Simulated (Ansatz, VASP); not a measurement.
## Te2Mo in VASP and in Ansatz

File INCAR:

```
SYSTEM = Te2Mo
  ALGO = Normal
  EDIFF = 1E-6
  ENCUT = 500
  GGA = PE
  GGA_COMPAT = .False.
  ISIF = 2
  ISMEAR = 0
  ISPIN = 2
  LASPH = .True.
  LCHARG = .True.
  LDAU = .True.
  LDAUJ = 0.5 0
  LDAUL = 2 -1
  LDAUPRINT = 1
  LDAUTYPE = 1
  LDAUU = 4 0
  LELF = .True.
  LMAXMIX = 4
  LORBIT = 11
  LREAL = .False.
  LVHAR = .True.
  LWAVE = .False.
  MAGMOM = 2 0 0
  NBANDS = 24
  NELM = 200
  PREC = Accurate
  SIGMA = 0.05
```

Contents of KPOINTS:

```
k-points
0
Gamma
  6 6 3
  0 0 0
```

POSCAR

```
Te2Mo
1.0
    4.0201319500      0.0000000000      0.0000000000
   -2.0100659700      3.4815363900      0.0000000000
    0.0000000000      0.0000000000      6.4853072000
Mo Te
1 2
Direct
    0.0000000000      0.0000000000      0.0000000000
    0.3333333333      0.6666666667      0.2520000000
    0.6666666667      0.3333333333      0.7480000000
```

Input for Ansatz:

```yaml
crystal:
  lattice:
    - [4.02013195, 0.0, 0.0]
    - [-2.01006597, 3.48153639, 0.0]
    - [0.0, 0.0, 6.4853072]
  atoms:
    - { symbol: Mo, position: [0.0, 0.0, 0.0], spin: 2.0 }
    - { symbol: Te, position: [0.3333333333, 0.6666666667, 0.252] }
    - { symbol: Te, position: [0.6666666667, 0.3333333333, 0.748] }
basis:
  ecutwfc: 420
  ecutrho_ratio: 4
kpoints:
  mp_grid: { grid: [6, 6, 3] }
hamiltonian:
  xc: pbe
  hubbard: { sites: [{ site: 0, l: d, u: 4.0, j: 0.5 }] }
scf:
  occupations: { method: gaussian, width: 0.05 }
output:
  forces: true
  stress: true
  eigenvalues: true
  populations: true
  hubbard: { sites: [{ site: 0, l: d }] }
  write_density: true
  write_potential: true
  elf: true
  volumetric_format: npy
magnetization:
  spin_polarized: true
```

Alike in both runs: task single point; functional PBE; k mesh 6 × 6 × 3; occupations gaussian, width 0.05 eV; collinear spin; Hubbard terms Mo d U = 4.0 eV, J = 0.5 eV.

|  | VASP | Ansatz |
| --- | --- | --- |
| version | VASP 6.6.1 | Ansatz 0.2.0 |
| potentials or method | VASP PAW PBE potentials, release 64 (Mo_sv, Te), cutoff 500 eV | scalar-relativistic, plane waves, PAW |
| valence electrons in the cell | 26 | 46 |

```csv
,VASP,Ansatz,Ansatz less VASP
gap on the k mesh at the Fermi level (eV),none,none,-
pressure (GPa),-0.4,-0.3,+0.18
"traceless stress, the component that is largest in VASP (GPa)",0.18,-0.10,-0.277
rms of the force components (eV/Å),0.053,0.046,-0.0068
net moment per atom (μB),0.78,0.81,+0.029
size of the moment on the site where the two differ most (μB),2.54,2.39,-0.157
```

Site moments also hang on the region over which each program counts them. The programs project onto different local orbitals, so the same U acts differently, and such runs can settle in different states. Atom by atom the forces differ by 0.007 eV/Å (rms over components). A gap of «none» marks a metal or a gap that the smearing closes. VASP's potentials hold 26 valence electrons a cell and Ansatz's 46, so a difference there can come from the potentials and not from the codes. Ansatz's warnings: filled band counts differ across k points.

Neither program's run includes spin-orbit coupling.
